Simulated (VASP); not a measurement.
# Bi (P4/mmm) in VASP: a series of runs

Bi is run at these levels: PBE; tasks: single point, relaxation of cell and atoms.

Program: VASP 6.6.1. These are calculated values, not measurements. Logs are shortened: lines on timing, memory, paths and dates and some standing lists are left out, and cuts for length are marked.

## Step 1: The cell of the first run

It takes space group P4/mmm (No. 123, tetragonal). Conventional cell: a = 3.272 Å, b = 3.272 Å, c = 3.283 Å, α = 90.00°, β = 90.00°, γ = 90.00°. Within 4.3 Å of Bi (site symmetry 4/mmm) lie 6 Bi at 3.27 to 3.28 Å.

This isn't the form of Bi at room conditions, which is rhombohedral.

## Step 2: Single point, PBE

Input file INCAR:

```
SYSTEM = Bi
PREC = Accurate ; ENCUT = 520
EDIFF = 1E-6 ; ISMEAR = 0
SIGMA = 0.1 ; LREAL = .FALSE.
LASPH = .TRUE. ; NELM = 80
ALGO = Fast ; ISIF = 2
LWAVE = .FALSE. ; LCHARG = .FALSE.
GGA = PE ; NBANDS = 14
```

Input file KPOINTS:

```
regular mesh
0
G
  18 18 16
  0 0 0
```

Input file POSCAR:

```
Bi
1.0
    3.2717447552      0.0000000000      0.0000000000
    0.0000000000      3.2717447552      0.0000000000
    0.0000000000      0.0000000000      3.2828965818
Bi
1
Direct
    0.0000000000      0.0000000000      0.5000000000
```

Potentials or basis: VASP PAW PBE potentials, release 64 (Bi_d).

Command:

```bash
$ cat potpaw_PBE.64/Bi_d/POTCAR > POTCAR
$ mpirun -np 1 vasp_std > vasp.out
```

OUTCAR:

```text
SYSTEM = Bi
   PREC = Accurate
   ENCUT = 520
   EDIFF = 1E-6
   ISMEAR = 0
   LREAL = .FALSE.
   LASPH = .TRUE.
   NELM = 80
   ISIF = 2
   GGA = PE

 ion  position               nearest neighbor table
   1  0.000  0.000  0.500-

  LATTYP: Found a simple tetragonal cell.
 ALAT       =     3.2717447552
 C/A-ratio  =     1.0034085259

  Lattice vectors:

 A1 = (   3.2717447552,   0.0000000000,   0.0000000000)
 A2 = (   0.0000000000,   3.2717447552,   0.0000000000)
 A3 = (   0.0000000000,   0.0000000000,   3.2828965818)

Analysis of symmetry for initial positions (statically):
=====================================================================
 Subroutine PRICEL returns:
 Original cell was already a primitive cell.

 Routine SETGRP: Setting up the symmetry group for a
 simple tetragonal supercell.

 Subroutine GETGRP returns: Found 16 space group operations
 (whereof 16 operations were pure point group operations)
 out of a pool of 16 trial point group operations.

The static configuration has the point symmetry D_4h.

Analysis of symmetry for dynamics (positions and initial velocities):
=====================================================================
 Subroutine PRICEL returns:
 Original cell was already a primitive cell.

 Routine SETGRP: Setting up the symmetry group for a
 simple tetragonal supercell.

 Subroutine GETGRP returns: Found 16 space group operations
 (whereof 16 operations were pure point group operations)
 out of a pool of 16 trial point group operations.

The dynamic configuration has the point symmetry D_4h.

 Subroutine INISYM returns: Found 16 space group operations
 (whereof 16 operations are pure point group operations),
 and found     1 'primitive' translations

----------------------------------------------------------------------------------------

                                     Primitive cell

  volume of cell :      35.1412

  direct lattice vectors                    reciprocal lattice vectors
     3.271744755  0.000000000  0.000000000     0.305647315  0.000000000  0.000000000
     0.000000000  3.271744755  0.000000000     0.000000000  0.305647315  0.000000000
     0.000000000  0.000000000  3.282896582     0.000000000  0.000000000  0.304609047

  length of vectors
     3.271744755  3.271744755  3.282896582     0.305647315  0.305647315  0.304609047

  position of ions in fractional coordinates (direct lattice)
     0.000000000  0.000000000  0.500000000

[... 83 lines left out ...]
   POTIM  = 0.5000    time-step for ionic-motion
   TEBEG  =    0.0;   TEEND  =   0.0 temperature during run
   PSTRESS=    0.0 pullay stress
   NELECT =      15.0000    total number of electrons
   NUPDOWN=      -1.0000    fix difference up-down
   EMIN   =  10.00;   EMAX   =-10.00  energy-range for DOS
   EFERMI =   0.00;   METHOD = LEGACY
   ISMEAR =     0;   SIGMA  =   0.10  broadening in eV -4-tet -1-fermi 0-gaus
   EFERMI_NEDOS =   21; number of points for ismear=-14 and -15
   IALGO  =     68    algorithm
   IMIX   =      4    mixing-type and parameters
     AMIX     =   0.40;   BMIX     =  1.00
     AMIX_MAG =   1.60;   BMIX_MAG =  1.00
  volume/ion in A,a.u.               =      35.14       237.14
  Fermi-wavevector in a.u.,A,eV,Ry     =   1.232631  2.329336 20.672423  1.519380
  Thomas-Fermi vector in A             =   2.367394
   LORBIT       =      0    0 simple, 1 ext, 2 COOP (PROOUT), +10 PAW based schemes
   GGA     = PE    functional components
   LHFCALC =     F    Hartree Fock is set to
   AEXX    =    0.0000 exact exchange contribution
   IVDW    =     0    specifies the selected vdW correction
   LEPSILON=     F    determine dielectric tensor
   LRPA    =     F    only Hartree local field effects (RPA)
 non-spin polarized calculation
 RMM-DIIS sequential band-by-band and
 Gauss-broadening in eV      SIGMA  =   0.10
  energy-cutoff  :      520.00
  volume of cell :       35.14
 maximum number of plane-waves:       968
   NGX = 13   NGY = 13   NGZ = 13

 number of electron      14.9999991 magnetization

 Free energy of the ion-electron system (eV)
  ---------------------------------------------------
  ext. energy  EPLUGINS =         0.00000000
  ---------------------------------------------------
  free energy    TOTEN  =        -3.84474164 eV

  energy without entropy =       -3.84190653  energy(sigma->0) =       -3.84332408

 E-fermi :   6.3169     XC(G=0):  -9.5789

 val. band max:        6.3132946461   @ k =   0.2778   0.2222   0.1250
 cond. band min:       6.3304487061   @ k =   0.2222   0.2222   0.1875
 fundamental gap:      0.0171540601
 Fermi energy:         6.3169438626

 k-point     1 :       0.0000    0.0000    0.0000
  band No.  band energies     occupation
      1     -16.5982      2.00000
      2     -16.5950      2.00000
      3     -16.2983      2.00000
      4     -16.2983      2.00000
      5     -16.2960      2.00000
      6      -6.6409      2.00000
      7       9.3623      0.00000
      8       9.4497      0.00000
      9       9.4497      0.00000
     10      12.5291      0.00000
     11      14.0622      0.00000
     12      14.1141      0.00000
     13      23.1581      0.00000
     14      23.1786      0.00000
[... 377 lines left out ...]
      1     -16.5647      2.00000
      2     -16.3954      2.00000
      3     -16.3656      2.00000
      4     -16.3560      2.00000
      5     -16.3026      2.00000
      6      -5.3005      2.00000
      7       3.1854      2.00000
      8       8.9936      0.00000
      9      10.7778      0.00000
     10      14.7180      0.00000
     11      15.6803      0.00000
     12      17.6421      0.00000
     13      18.7028      0.00000
     14      19.5861      0.00000

 [... further k-points ...]

------------------------ aborting loop because EDIFF is reached ----------------------------------------

  FORCE on cell =-STRESS in cart. coord.  units (eV):
  Direction    XX          YY          ZZ          XY          YZ          ZX
  --------------------------------------------------------------------------------------
  -------------------------------------------------------------------------------------
  Total       -0.0131485     -0.0131485     -0.0085499      0.0000000     -0.0000000      0.0000000
  in kB       -0.5994752     -0.5994752     -0.3898136      0.0000000     -0.0000000      0.0000000
  external PRESSURE =      -0.5295880 kB  Pullay stress =       0.0000000 kB

 VOLUME and BASIS-vectors are now :
 -----------------------------------------------------------------------------
  energy-cutoff  :      520.00
  volume of cell :       35.14
      direct lattice vectors                 reciprocal lattice vectors
     3.271744755  0.000000000  0.000000000     0.305647315  0.000000000  0.000000000
     0.000000000  3.271744755  0.000000000     0.000000000  0.305647315  0.000000000
     0.000000000  0.000000000  3.282896582     0.000000000  0.000000000  0.304609047

 POSITION                                       TOTAL-FORCE (eV/Angst)
 -----------------------------------------------------------------------------------
      0.00000      0.00000      1.64145         0.000000      0.000000      0.000000
 -----------------------------------------------------------------------------------
    total drift:                                0.000000     -0.000000      0.000000

  FREE ENERGIE OF THE ION-ELECTRON SYSTEM (eV)
  ---------------------------------------------------
  free  energy   TOTEN  =        -3.8447416361 eV

  energy  without entropy=       -3.8419065305  energy(sigma->0) =       -3.84332408
```

OSZICAR:

```text
N       E                     dE             d eps       ncg     rms          rms(c)
DAV:   1     0.115737816742E+03    0.11574E+03   -0.79427E+03 13916   0.121E+03
DAV:   2     0.341992364027E+01   -0.11232E+03   -0.10826E+03 14646   0.331E+02
DAV:   3    -0.365852421947E+01   -0.70784E+01   -0.70456E+01 17592   0.817E+01
DAV:   4    -0.383817535328E+01   -0.17965E+00   -0.17961E+00 18890   0.140E+01
DAV:   5    -0.384340991140E+01   -0.52346E-02   -0.52344E-02 19032   0.210E+00    0.541E-01
RMM:   6    -0.384329948202E+01    0.11043E-03   -0.57629E-03 16748   0.902E-01    0.328E-01
RMM:   7    -0.384453556919E+01   -0.12361E-02   -0.51562E-03 16605   0.801E-01    0.832E-02
RMM:   8    -0.384471151462E+01   -0.17595E-03   -0.11510E-03 19387   0.399E-01    0.110E-02
RMM:   9    -0.384474098724E+01   -0.29473E-04   -0.33866E-04 22533   0.159E-01    0.109E-02
RMM:  10    -0.384474179489E+01   -0.80765E-06   -0.40865E-05 18964   0.867E-02    0.499E-03
RMM:  11    -0.384474133017E+01    0.46472E-06   -0.22217E-05 21903   0.444E-02    0.807E-04
RMM:  12    -0.384474163609E+01   -0.30592E-06   -0.32728E-06 13477   0.168E-02
   1 F= -.38447416E+01 E0= -.38433241E+01  d E =-.283511E-02
```

stdout:

```text
POSCAR found type information on POSCAR Bi
 POSCAR found :  1 types and       1 ions
 scaLAPACK will be used
 LDA part: xc-table for (Slater+PW92), standard interpolation
 POSCAR, INCAR and KPOINTS ok, starting setup
 FFT: planning ... GRIDC
 FFT: planning ... GRID_SOFT
 FFT: planning ... GRID
 WAVECAR not read
 entering main loop
WARNING in EDDRMM: call to ZHEGV failed, returncode =   8  4     13
WARNING in EDDRMM: call to ZHEGV failed, returncode =   8  4     12
WARNING in EDDRMM: call to ZHEGV failed, returncode =   8  4     13
WARNING in EDDRMM: call to ZHEGV failed, returncode =   6  3     11
WARNING in EDDRMM: call to ZHEGV failed, returncode =   6  3     13
WARNING in EDDRMM: call to ZHEGV failed, returncode =   8  4     13
WARNING in EDDRMM: call to ZHEGV failed, returncode =   8  4     14
```

Run time: 48 s. Hardware: 1 thread of Intel Xeon 6975P-C (Granite Rapids), shared host; peak memory 0.31 GiB.

What came out:

- Free energy: -3.8447 eV
- Pressure: -0.1 GPa
- Band gap on the k mesh: zero (an odd number of electrons rules out a gap without spin polarisation)

Caveat: spin-orbit coupling is left out, which moves the levels of the heavy elements.

## Step 3: Relaxation of cell and atoms, PBE

This run uses another cell than the first one, of 35.26 Å³/atom.

Input file INCAR:

```
SYSTEM = Bi
ALGO = Fast ; EDIFF = 1E-6
EDIFFG = -0.01 ; ENCUT = 600
GGA = PE ; IBRION = 2
ISIF = 3 ; ISMEAR = 0
LASPH = .True. ; LCHARG = .False.
LREAL = .False. ; LWAVE = .False.
NELM = 80 ; NSW = 100
PREC = Accurate ; SIGMA = 0.1
```

Input file KPOINTS:

```
k-points
0
Gamma
  18 18 16
  0 0 0
```

Input file POSCAR:

```
Bi
1.0
    3.2376151362      0.0000000000      0.0000000000
    0.0000000000      3.2376151362      0.0000000000
    0.0000000000      0.0000000000      3.3635850572
Bi
1
Direct
    0.0000000000      0.0000000000      0.5000000000
```

Potentials or basis: VASP PAW PBE potentials, release 64 (Bi_d).

Command:

```bash
$ cat potpaw_PBE.64/Bi_d/POTCAR > POTCAR
$ mpirun -np 1 vasp_std > vasp.out
```

OUTCAR:

```text
SYSTEM = Bi
   EDIFF = 1E-6
   EDIFFG = -0.01
   ENCUT = 600
   GGA = PE
   IBRION = 2
   ISIF = 3
   ISMEAR = 0
   LASPH = .True.
   LREAL = .False.
   NELM = 80
   NSW = 100
   PREC = Accurate

 ion  position               nearest neighbor table
   1  0.000  0.000  0.500-

  LATTYP: Found a simple tetragonal cell.
 ALAT       =     3.2376151362
 C/A-ratio  =     1.0389082444

  Lattice vectors:

 A1 = (   3.2376151362,   0.0000000000,   0.0000000000)
 A2 = (   0.0000000000,   3.2376151362,   0.0000000000)
 A3 = (   0.0000000000,   0.0000000000,   3.3635850572)

Analysis of symmetry for initial positions (statically):
=====================================================================
 Subroutine PRICEL returns:
 Original cell was already a primitive cell.

 Routine SETGRP: Setting up the symmetry group for a
 simple tetragonal supercell.

 Subroutine GETGRP returns: Found 16 space group operations
 (whereof 16 operations were pure point group operations)
 out of a pool of 16 trial point group operations.

The static configuration has the point symmetry D_4h.

Analysis of symmetry for dynamics (positions and initial velocities):
=====================================================================
 Subroutine PRICEL returns:
 Original cell was already a primitive cell.

 Routine SETGRP: Setting up the symmetry group for a
 simple tetragonal supercell.

 Subroutine GETGRP returns: Found 16 space group operations
 (whereof 16 operations were pure point group operations)
 out of a pool of 16 trial point group operations.

The dynamic configuration has the point symmetry D_4h.

 Subroutine INISYM returns: Found 16 space group operations
 (whereof 16 operations are pure point group operations),
 and found     1 'primitive' translations

----------------------------------------------------------------------------------------

[... 132 lines left out ...]

 number of electron      14.9999998 magnetization

 Free energy of the ion-electron system (eV)
  ---------------------------------------------------
  ext. energy  EPLUGINS =         0.00000000
  ---------------------------------------------------
  free energy    TOTEN  =        -3.83529063 eV

  energy without entropy =       -3.83246060  energy(sigma->0) =       -3.83387562

------------------------ aborting loop because EDIFF is reached ----------------------------------------

  FORCE on cell =-STRESS in cart. coord.  units (eV):
  Direction    XX          YY          ZZ          XY          YZ          ZX
  --------------------------------------------------------------------------------------
  -------------------------------------------------------------------------------------
  Total        0.2640820      0.2640820     -0.5474572      0.0000000      0.0000000      0.0000000
  in kB       12.0004216     12.0004216    -24.8775661      0.0000000      0.0000000      0.0000000
  external PRESSURE =      -0.2922410 kB  Pullay stress =       0.0000000 kB
[... 197 lines left out ...]
--------------------------------------- Ionic step        7  -------------------------------------------

 number of electron      15.0000001 magnetization

 Free energy of the ion-electron system (eV)
  ---------------------------------------------------
  ext. energy  EPLUGINS =         0.00000000
  ---------------------------------------------------
  free energy    TOTEN  =        -3.84477196 eV

  energy without entropy =       -3.84194370  energy(sigma->0) =       -3.84335783

 E-fermi :   6.3057     XC(G=0):  -9.5749

 val. band max:        6.2957751348   @ k =   0.2222   0.0000   0.3125
 cond. band min:       6.3061234819   @ k =   0.2778   0.2222   0.1250
 fundamental gap:      0.0103483472
 Fermi energy:         6.3056791791

 k-point     1 :       0.0000    0.0000    0.0000
  band No.  band energies     occupation
      1     -16.6086      2.00000
      2     -16.6043      2.00000
      3     -16.3091      2.00000
      4     -16.3091      2.00000
      5     -16.3066      2.00000
      6      -6.6461      2.00000
      7       9.3370      0.00000
      8       9.4429      0.00000
      9       9.4429      0.00000
     10      12.5130      0.00000
     11      14.0443      0.00000
[... 309 lines left out ...]
 k-point    24 :       0.3333    0.1111    0.0000
  band No.  band energies     occupation
      1     -16.5743      2.00000
      2     -16.4056      2.00000
      3     -16.3762      2.00000
      4     -16.3668      2.00000
      5     -16.3133      2.00000
      6      -5.3061      2.00000
      7       3.1793      2.00000
      8       8.9868      0.00000
      9      10.7519      0.00000
     10      14.6941      0.00000
     11      15.6712      0.00000

 [... further k-points ...]

------------------------ aborting loop because EDIFF is reached ----------------------------------------

  FORCE on cell =-STRESS in cart. coord.  units (eV):
  Direction    XX          YY          ZZ          XY          YZ          ZX
  --------------------------------------------------------------------------------------
  -------------------------------------------------------------------------------------
  Total        0.0068244      0.0068244     -0.0034402      0.0000000      0.0000000      0.0000000
  in kB        0.3108615      0.3108615     -0.1567065      0.0000000      0.0000000      0.0000000
  external PRESSURE =       0.1550055 kB  Pullay stress =       0.0000000 kB
[... 16 lines left out ...]
  FREE ENERGIE OF THE ION-ELECTRON SYSTEM (eV)
  ---------------------------------------------------
  free  energy   TOTEN  =        -3.8447719573 eV

  energy  without entropy=       -3.8419436965  energy(sigma->0) =       -3.84335783

 reached required accuracy - stopping structural energy minimisation
```

Wall time 5.1 min (1 thread of Intel Xeon 6975P-C (Granite Rapids), shared host); peak memory 0.36 GiB.

Results:

* Free energy: -3.8448 eV
* Relaxed volume: 35.17 Å³/atom
* Relaxed cell: a = 3.272 Å, b = 3.272 Å, c = 3.286 Å, α = 90.00°, β = 90.00°, γ = 90.00°
* Space group after relaxing (to 0.1 Å): Pm-3m (No. 221)
* Energy gained by relaxing: 9.5 meV/atom
* Ionic steps: 7
* Pressure after relaxing: 0.0 GPa
* Band gap on the k mesh: zero (an odd number of electrons rules out a gap without spin polarisation)

The path:
| step | energy change (eV) | largest force (eV/Å) | pressure (GPa) | volume (Å³) |
| --- | --- | --- | --- | --- |
| 1 | 0.0000 | 0.0000 | -0.03 | 35.26 |
| 2 | -0.0093 | 0.0000 | -0.08 | 35.21 |
| 3 | -0.0095 | 0.0000 | -0.08 | 35.21 |
| 4 | -0.0095 | 0.0000 | -0.08 | 35.22 |
| 5 | -0.0095 | 0.0000 | 0.07 | 35.12 |
| 6 | -0.0095 | 0.0000 | 0.05 | 35.15 |
| 7 | -0.0095 | 0.0000 | 0.02 | 35.17 |

Final structure:
```
Bi
1.0
     3.27192    0.00000    0.00000
     0.00000    3.27192    0.00000
     0.00000    0.00000    3.28550
Bi
1
Direct
  0.00000 0.00000 0.50000
```

Caveat: spin-orbit coupling is left out, which moves the levels of the heavy elements.
